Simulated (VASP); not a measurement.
# Si2Ni (Fm-3m) in VASP: a series of runs

Si2Ni is run at these levels: LDA; tasks: single point.

Program: VASP 6.6.1. These are calculated values, not measurements. Logs are shortened: lines on timing, memory, paths and dates and some standing lists are left out, and cuts for length are marked.

## 1. The cell of the first run

It takes space group Fm-3m (No. 225, cubic). Conventional cell: a = 5.128 Å, b = 5.128 Å, c = 5.128 Å, α = 90.00°, β = 90.00°, γ = 90.00°. Within 2.9 Å of Si (site symmetry -43m) lie 4 Ni at 2.22 Å and 6 Si at 2.56 Å. Ni (site symmetry m-3m) has 8 Si at 2.22 Å within 2.9 Å.

## 2. Single point, LDA, collinear spin (11.24 Å³/atom)

The input, INCAR:

```
ALGO = Normal ; EDIFF = 1E-6
ENCUT = 520 ; ISIF = 2
ISMEAR = 0 ; ISPIN = 2
LASPH = T ; LCHARG = F
LMAXMIX = 4 ; LORBIT = 11
LREAL = F ; LWAVE = F
MAGMOM = 0 0 0.125 ; NBANDS = 20
NELM = 150 ; NUPDOWN = 0.125
PREC = Accurate ; SIGMA = 0.15
```

The input, KPOINTS:

```
k-points
0
Gamma
  14 14 14
```

The input, POSCAR:

```
Si2Ni
1.0
    0.0000000000      2.5638994933      2.5638994933
    2.5638994933      0.0000000000      2.5638994933
    2.5638994933      2.5638994933      0.0000000000
Si Ni
2 1
Direct
    0.2500000000      0.2500000000      0.2500000000
    0.7500000000      0.7500000000      0.7500000000
    0.0000000000      0.0000000000      0.0000000000
```

Potentials or basis: VASP PAW LDA potentials, release 64 (Si, Ni).

Launch:

```bash
$ cat potpaw_LDA.64/Si/POTCAR potpaw_LDA.64/Ni/POTCAR > POTCAR
$ mpirun -np 1 vasp_std > vasp.out
```

OUTCAR:

```text
EDIFF = 1E-6
   ENCUT = 520
   ISIF = 2
   ISMEAR = 0
   ISPIN = 2
   LASPH = T
   LORBIT = 11
   LREAL = F
   NELM = 150
   NUPDOWN = 0.125
   PREC = Accurate

 ion  position               nearest neighbor table
   1  0.250  0.250  0.250-   3 2.22   3 2.22   3 2.22   3 2.22   2 2.56   2 2.56   2 2.56   2 2.56
                             2 2.56   2 2.56
   2  0.750  0.750  0.750-   3 2.22   3 2.22   3 2.22   3 2.22   1 2.56   1 2.56   1 2.56   1 2.56
                             1 2.56   1 2.56
   3  0.000  0.000  0.000-   2 2.22   2 2.22   2 2.22   1 2.22   2 2.22   1 2.22   1 2.22   1 2.22

  LATTYP: Found a face centered cubic cell.
 ALAT       =     5.1277989866

  Lattice vectors:

 A1 = (   0.0000000000,   2.5638994933,   2.5638994933)
 A2 = (   2.5638994933,   0.0000000000,   2.5638994933)
 A3 = (   2.5638994933,   2.5638994933,   0.0000000000)

Analysis of symmetry for initial positions (statically):
=====================================================================
 Subroutine PRICEL returns:
 Original cell was already a primitive cell.

 Routine SETGRP: Setting up the symmetry group for a
 face centered cubic supercell.

 Subroutine GETGRP returns: Found 48 space group operations
 (whereof 48 operations were pure point group operations)
 out of a pool of 48 trial point group operations.

The static configuration has the point symmetry O_h .

Analysis of symmetry for dynamics (positions and initial velocities):
=====================================================================
 Subroutine PRICEL returns:
 Original cell was already a primitive cell.

 Routine SETGRP: Setting up the symmetry group for a
 face centered cubic supercell.

 Subroutine GETGRP returns: Found 48 space group operations
 (whereof 48 operations were pure point group operations)
 out of a pool of 48 trial point group operations.

The dynamic configuration has the point symmetry O_h .

Analysis of structural, dynamic, and magnetic symmetry:
=====================================================================
 Subroutine PRICEL returns:
 Original cell was already a primitive cell.

 Routine SETGRP: Setting up the symmetry group for a
 face centered cubic supercell.

 Subroutine GETGRP returns: Found 48 space group operations
 (whereof 48 operations were pure point group operations)
 out of a pool of 48 trial point group operations.

The overall configuration has the point symmetry O_h .

 Subroutine INISYM returns: Found 48 space group operations
 (whereof 48 operations are pure point group operations),
 and found     1 'primitive' translations

----------------------------------------------------------------------------------------

                                     Primitive cell

  volume of cell :      33.7080

  direct lattice vectors                    reciprocal lattice vectors
     0.000000000  2.563899493  2.563899493    -0.195015445  0.195015445  0.195015445
     2.563899493  0.000000000  2.563899493     0.195015445 -0.195015445  0.195015445
     2.563899493  2.563899493  0.000000000     0.195015445  0.195015445 -0.195015445

  length of vectors
     3.625901436  3.625901436  3.625901436     0.337776659  0.337776659  0.337776659

  position of ions in fractional coordinates (direct lattice)
     0.250000000  0.250000000  0.250000000
     0.750000000  0.750000000  0.750000000
     0.000000000  0.000000000  0.000000000

  ion indices of the primitive-cell ions
   primitive index   ion index
                 1           1
                 2           2
                 3           3

----------------------------------------------------------------------------------------

 KPOINTS: k-points

Automatic generation of k-mesh.
 Grid dimensions read from file:
 generate k-points for:   14   14   14

 Generating k-lattice:

  Cartesian coordinates                     Fractional coordinates (reciprocal lattice)
    -0.013929675  0.013929675  0.013929675     0.071428571  0.000000000  0.000000000
     0.013929675 -0.013929675  0.013929675     0.000000000  0.071428571  0.000000000
     0.013929675  0.013929675 -0.013929675     0.000000000  0.000000000  0.071428571

  Length of vectors
     0.024126904  0.024126904  0.024126904

  Shift w.r.t. Gamma in fractional coordinates (k-lattice)
     0.000000000  0.000000000  0.000000000

 Subroutine IBZKPT returns following result:
 ===========================================

 Found    104 irreducible k-points:

 Following reciprocal coordinates:
            Coordinates               Weight
  0.000000  0.000000  0.000000      1.000000
  0.071429  0.000000  0.000000      8.000000
  0.142857  0.000000  0.000000      8.000000
  0.214286  0.000000  0.000000      8.000000
  0.285714  0.000000  0.000000      8.000000
  0.357143  0.000000  0.000000      8.000000
[... 16 lines left out ...]
  0.214286  0.142857  0.000000     24.000000
  0.285714  0.142857  0.000000     24.000000
 [... further k-points ...]
   k-points           NKPTS =    104   k-points in BZ     NKDIM =    104   number of bands    NBANDS=     20
   number of dos      NEDOS =    301   number of ions     NIONS =      3
   total plane-waves  NPLWV =  21952
   dimension x,y,z NGX =    28 NGY =   28 NGZ =   28
   dimension x,y,z NGXF=    56 NGYF=   56 NGZF=   56
   ions per type =               2   1
   NGX,Y,Z   is equivalent  to a cutoff of  12.84, 12.84, 12.84 a.u.
   NGXF,Y,Z  is equivalent  to a cutoff of  25.68, 25.68, 25.68 a.u.
 SYSTEM =  unknown system
   PREC   = accura    normal or accurate (medium, high low for compatibility)
   ISTART =      0    job   : 0-new  1-cont  2-samecut
   ICHARG =      2    charge: 1-file 2-atom 10-const
   ISPIN  =      2    spin polarized calculation?
   LNONCOLLINEAR =      F non collinear calculations
   LSORBIT =      F    spin-orbit coupling
   LASPH  =      T    aspherical Exc in radial PAW
   ENCUT  =  520.0 eV  38.22 Ry    6.18 a.u.   6.74  6.74  6.74*2*pi/ulx,y,z
   NELM   =    150;   NELMIN=  2; NELMDL= -5     # of ELM steps
   EDIFF  = 0.1E-05   stopping-criterion for ELM
   LREAL  =      F    real-space projection
   EDIFFG = 0.1E-04   stopping-criterion for IOM
   NSW    =      0    number of steps for IOM
   IBRION =     -1    ionic relax: 0-MD 1-quasi-New 2-CG
   NFREE  =      0    steps in history (QN), initial steepest desc. (CG)
   ISIF   =      2    stress and relaxation
   ISYM   =      2    0-nonsym 1-usesym 2-fastsym
   POTIM  = 0.5000    time-step for ionic-motion
   TEBEG  =    0.0;   TEEND  =   0.0 temperature during run
   PSTRESS=    0.0 pullay stress
   NELECT =      18.0000    total number of electrons
   NUPDOWN=       0.1250    fix difference up-down
   EMIN   =  10.00;   EMAX   =-10.00  energy-range for DOS
   EFERMI =   0.00;   METHOD = LEGACY
   ISMEAR =     0;   SIGMA  =   0.15  broadening in eV -4-tet -1-fermi 0-gaus
   EFERMI_NEDOS =   21; number of points for ismear=-14 and -15
   IALGO  =     38    algorithm
   IMIX   =      4    mixing-type and parameters
     AMIX     =   0.40;   BMIX     =  1.00
     AMIX_MAG =   1.60;   BMIX_MAG =  1.00
  volume/ion in A,a.u.               =      11.24        75.82
  Fermi-wavevector in a.u.,A,eV,Ry     =   1.328173  2.509883 24.001272  1.764044
  Thomas-Fermi vector in A             =   2.457430
   LORBIT       =     11    0 simple, 1 ext, 2 COOP (PROOUT), +10 PAW based schemes
   GGA     = CA    functional components
   LHFCALC =     F    Hartree Fock is set to
   AEXX    =    0.0000 exact exchange contribution
   IVDW    =     0    specifies the selected vdW correction
   LEPSILON=     F    determine dielectric tensor
   LRPA    =     F    only Hartree local field effects (RPA)
 spin polarized calculation
 Gauss-broadening in eV      SIGMA  =   0.15
  energy-cutoff  :      520.00
  volume of cell :       33.71
 maximum number of plane-waves:       934
   NGX = 13   NGY = 13   NGZ = 13

 number of electron      18.0000004 magnetization       0.1250000

 Free energy of the ion-electron system (eV)
  ---------------------------------------------------
  ext. energy  EPLUGINS =         0.00000000
  ---------------------------------------------------
  free energy    TOTEN  =       -19.52585852 eV

  energy without entropy =      -19.51674193  energy(sigma->0) =      -19.52130023

 E-fermi :  12.9144     XC(G=0): -12.4957

 val. band max:       13.1579862487   @ k =   0.5000   0.2857   0.0000
 cond. band min:      12.9350627625   @ k =   0.3571   0.2857   0.0000
 fundamental gap:     -0.2229234862
 Fermi energy:        13.1668433559

 spin component 1

 k-point     1 :       0.0000    0.0000    0.0000
  band No.  band energies     occupation
      1      -2.5212      1.00000
      2       6.4938      1.00000
      3       6.4938      1.00000
      4       6.4938      1.00000
      5       8.3484      1.00000
      6       8.3484      1.00000
[... 12 lines left out ...]
     19      22.3290      0.00000
[... 513 lines left out ...]
      4       6.7351      1.00000
      5       7.7663      1.00000
      6       8.5216      1.00000
[... 12 lines left out ...]
     19      27.0062      0.00000
     20      29.4325      0.00000

 [... further k-points ...]

 spin component 2

 k-point     1 :       0.0000    0.0000    0.0000
  band No.  band energies     occupation
      1      -2.4939      1.00000
      2       6.5446      1.00000
      3       6.5446      1.00000
      4       6.5446      1.00000
      5       8.3938      1.00000
      6       8.3938      1.00000
[... 12 lines left out ...]
     19      22.3508      0.00000
[... 513 lines left out ...]
      4       6.7844      1.00000
      5       7.8082      1.00000
      6       8.5685      1.00000
[... 12 lines left out ...]
     19      27.0314      0.00000
     20      29.4644      0.00000

 [... further k-points ...]

------------------------ aborting loop because EDIFF is reached ----------------------------------------

  FORCE on cell =-STRESS in cart. coord.  units (eV):
  Direction    XX          YY          ZZ          XY          YZ          ZX
  --------------------------------------------------------------------------------------
  -------------------------------------------------------------------------------------
  Total        6.1313614      6.1313614      6.1313614     -0.0000000     -0.0000000      0.0000000
  in kB      291.4301716    291.4301716    291.4301716     -0.0000000     -0.0000000      0.0000000
  external PRESSURE =     291.4301716 kB  Pullay stress =       0.0000000 kB

 VOLUME and BASIS-vectors are now :
 -----------------------------------------------------------------------------
  energy-cutoff  :      520.00
  volume of cell :       33.71
      direct lattice vectors                 reciprocal lattice vectors
     0.000000000  2.563899493  2.563899493    -0.195015445  0.195015445  0.195015445
     2.563899493  0.000000000  2.563899493     0.195015445 -0.195015445  0.195015445
     2.563899493  2.563899493  0.000000000     0.195015445  0.195015445 -0.195015445

 POSITION                                       TOTAL-FORCE (eV/Angst)
 -----------------------------------------------------------------------------------
      1.28195      1.28195      1.28195         0.000000      0.000000      0.000000
      3.84585      3.84585      3.84585        -0.000000     -0.000000     -0.000000
      0.00000      0.00000      0.00000        -0.000000     -0.000000     -0.000000
 -----------------------------------------------------------------------------------
    total drift:                               -0.000000     -0.000000      0.000000

  FREE ENERGIE OF THE ION-ELECTRON SYSTEM (eV)
  ---------------------------------------------------
  free  energy   TOTEN  =       -19.5258585203 eV

  energy  without entropy=      -19.5167419310  energy(sigma->0) =      -19.52130023

 total charge

# of ion       s       p       d       tot
------------------------------------------
    1        0.731   0.970   0.000   1.701
    2        0.731   0.970   0.000   1.701
    3        0.654   1.056   8.580  10.290
--------------------------------------------------
tot          2.116   2.996   8.580  13.692

 magnetization (x)

# of ion       s       p       d       tot
------------------------------------------
    1        0.011   0.005   0.000   0.016
    2        0.011   0.005   0.000   0.016
    3        0.000   0.006   0.058   0.065
--------------------------------------------------
tot          0.023   0.016   0.058   0.098
```

Run time: 53 s. Hardware: 1 thread of Intel Xeon 6975P-C (Granite Rapids), shared host; peak memory 0.22 GiB.

Results:

* Free energy: -19.5259 eV
* Pressure: 29.1 GPa
* Net moment: 0.12 μB per cell
* Site moments: Si +0.02; Ni +0.07 μB
* Valence electrons inside the program's atomic spheres: Si 1.70; Ni 10.29

Caveat: the cell stands under pressure; the total moment is fixed, so each spin has its own Fermi level.

## 3. Single point, LDA, collinear spin, ferromagnetic start (11.24 Å³/atom)

The input, INCAR:

```
  PREC = Accurate
  ENCUT = 520
  EDIFF = 1E-6
  ISMEAR = 0
  SIGMA = 0.15
  LREAL = F
  LASPH = T
  NELM = 150
  ALGO = Normal
  ISIF = 2
  LWAVE = F
  LCHARG = T
  ISPIN = 2
  MAGMOM = 0 0 0.625
  LORBIT = 11
  NUPDOWN = 0.625
  LMAXMIX = 4
  LELF = T
  LVHAR = T
  NBANDS = 20
```

The input, KPOINTS:

```
Automatic mesh
0
Gamma
  14 14 14
```

POSCAR is that of step 2.

Potentials or basis: VASP PAW LDA potentials, release 64 (Si, Ni).

Launch:

```bash
$ cat potpaw_LDA.64/Si/POTCAR potpaw_LDA.64/Ni/POTCAR > POTCAR
$ mpirun -np 1 vasp_std > vasp.out
```

Wall time 58 s (1 thread of Intel Xeon 6975P-C (Granite Rapids), shared host); peak memory 0.22 GiB.

Results (log left out):

| Property | Result |
| --- | --- |
| Free energy | -19.2552 eV |
| Pressure | 31.9 GPa |
| Net moment | 0.62 μB per cell |
| Site moments | Si +0.08; Ni +0.29 μB |
| Valence electrons inside the program's atomic spheres | Si 1.71; Ni 10.28 |

Caveat: the cell stands under pressure; the total moment is fixed, so each spin has its own Fermi level.

(Continued in part 2 of 2.)
